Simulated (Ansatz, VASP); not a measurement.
Two plane-wave programs on Ta6F

Contents of INCAR:

```
SYSTEM = Ta6F
PREC = Accurate
ENCUT = 520
EDIFF = 1E-6
ISMEAR = 0
SIGMA = 0.1
LREAL = .FALSE.
LASPH = .TRUE.
NELM = 150
ALGO = Normal
ISIF = 2
LWAVE = .FALSE.
LCHARG = .FALSE.
ISPIN = 2
MAGMOM = 0 0 0 0 0 0 1
LORBIT = 11
LMAXMIX = 4
LDIPOL = .TRUE.
IDIPOL = 3
DIPOL = 0.5 0.5 0.329
GGA = CA
NBANDS = 50
```

Contents of KPOINTS:

```
regular mesh
0
G
  6 6 1
  0 0 0
```

File POSCAR:

```
Ta6F
1.0
    4.6002247516      0.0000000000      0.0000000000
   -2.3001123758      3.9839114980      0.0000000000
    0.0000000000      0.0000000000     21.4017722141
Ta F
6 1
Direct
    0.6666666667      0.3333333333      0.1869004099
    0.3333333333      0.6666666667      0.2307760729
    0.0000000000      0.0000000000      0.2746517360
    0.6666666667      0.3333333333      0.3157775353
    0.3333333333      0.6666666667      0.3543568624
    0.0000000000      0.0000000000      0.3925736677
    0.5555555556     -0.5555555556      0.5481682590
```

Input for Ansatz:

```yaml
crystal:
  lattice:
    - [4.6002247516, 0.0, 0.0]
    - [-2.3001123758, 3.983911498, 0.0]
    - [0.0, 0.0, 21.4017722141]
  atoms:
    - { symbol: Ta, position: [0.6666666667, 0.3333333333, 0.1869004099] }
    - { symbol: Ta, position: [0.3333333333, 0.6666666667, 0.2307760729] }
    - { symbol: Ta, position: [0.0, 0.0, 0.274651736] }
    - { symbol: Ta, position: [0.6666666667, 0.3333333333, 0.3157775353] }
    - { symbol: Ta, position: [0.3333333333, 0.6666666667, 0.3543568624] }
    - { symbol: Ta, position: [0.0, 0.0, 0.3925736677] }
    - { symbol: F, position: [0.5555555556, -0.5555555556, 0.548168259], spin: 1.0 }
basis:
  ecutwfc: 420
kpoints:
  mp_grid: { grid: [6, 6, 1] }
hamiltonian:
  xc: lda
  pseudopotentials: { kind: paw, azcp: { folder: soft_1 } }
scf:
  occupations: { method: gaussian, width: 0.1 }
output:
  forces: true
  eigenvalues: true
  populations: true
magnetization:
  spin_polarized: true
efield:
  axis: 3
  dipole_correction: true
  ramp_width: 0.04
```

Alike in both runs: task single point; functional LDA; k mesh 6 × 6 × 1; occupations gaussian, width 0.1 eV; collinear spin.

|  | VASP | Ansatz |
| --- | --- | --- |
| version | VASP 6.6.1 | Ansatz 0.2.0 |
| potentials or method | VASP PAW LDA potentials, release 64 (Ta_pv, F), cutoff 520 eV | scalar-relativistic, plane waves, PAW |
| valence electrons in the cell | 73 | 85 |

|  | VASP | Ansatz | Ansatz less VASP |
| --- | --- | --- | --- |
| gap on the k mesh at the Fermi level (eV) | none | none | - |
| rms of the force components (eV/Å) | 0.783 | 0.763 | -0.0201 |
| net moment per atom (μB) | 0.01 | 0.09 | +0.080 |
| size of the moment on the site where the two differ most (μB) | 0.04 | 0.61 | +0.564 |

Ansatz warns that its potentials were made for another functional, while VASP's fit it. LDA's correlation is that of Perdew and Zunger in VASP and of Perdew and Wang (1992) in Ansatz. Site moments also hang on the region over which each program counts them. Atom by atom the forces differ by 0.044 eV/Å (rms over components). A gap of «none» marks a metal or a gap that the smearing closes. VASP's potentials hold 73 valence electrons a cell and Ansatz's 85, so a difference there can come from the potentials and not from the codes.

Neither program's run includes spin-orbit coupling.
